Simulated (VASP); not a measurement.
Wanted: the native input for a VASP 6.6.1 run.

- Task: single point
- Functional: PBE
- Dispersion: D3(BJ)
- Potentials or basis: VASP PAW PBE potentials, release 64 (Ga_d, Sb)
- Cutoff: 520 eV
- k mesh: 12 × 12 × 12
- Occupations: gaussian, width 0.15 eV
- Spin: no spin polarisation
- Dipole correction: no
- Further INCAR settings: ALGO = Normal; EDIFF = 1e-07; NBANDS = 22

The structure of GaSb3 lies in POSCAR:

```
GaSb3
1.0
    0.0000000000      3.6478901005      3.6478901005
    3.6478901005      0.0000000000      3.6478901005
    3.6478901005      3.6478901005      0.0000000000
Ga Sb
1 3
Direct
    0.0000000000      0.0000000000      0.0000000000
    0.2739864682      0.2260135318      0.2739864682
    0.7739864682      0.7260135318      0.7739864682
    0.5239864682      0.4760135318      0.5239864682
```

This cell differs from its parent crystal: all Sb atoms moved +0.175 Å, as atom 2 along Cartesian [0 1 0].

These files were run (other wordings do the same):

INCAR

```
SYSTEM = GaSb3
PREC = Accurate ; ENCUT = 520
EDIFF = 1E-7 ; ISMEAR = 0
SIGMA = 0.15 ; LREAL = .False.
LASPH = .True. ; NELM = 80
ALGO = Normal ; ISIF = 2
LWAVE = .False. ; LCHARG = .False.
GGA = PE ; IVDW = 12
NBANDS = 22
```

KPOINTS

```
Automatic mesh
0
Gamma
  12 12 12
  0 0 0
```

Potentials or basis: VASP PAW PBE potentials, release 64 (Ga_d, Sb).

Run with:

```bash
$ cat potpaw_PBE.64/Ga_d/POTCAR potpaw_PBE.64/Sb/POTCAR > POTCAR
$ mpirun -np 1 vasp_std > vasp.out
```

It gave:

* Pressure: 0.5 GPa
* Largest force: 0.318 eV/Å
* Band gap on the k mesh: zero (band 14 reaches 9.82 eV, above the bottom of band 15 at 5.73 eV)
* Dispersion energy per atom: -0.479 eV

Caveat: the cell differs from its parent crystal (all Sb atoms moved +0.175 Å, as atom 2 along Cartesian [0 1 0]); spin-orbit coupling is left out, which moves the levels of the heavy elements; pairwise dispersion overbinds metals, which lowers pressure and volume.

Run time: 2.4 min on 1 thread of Intel(R) Xeon(R) 6975P-C (Granite Rapids), with other jobs on the host, peak memory 0.49 GiB.
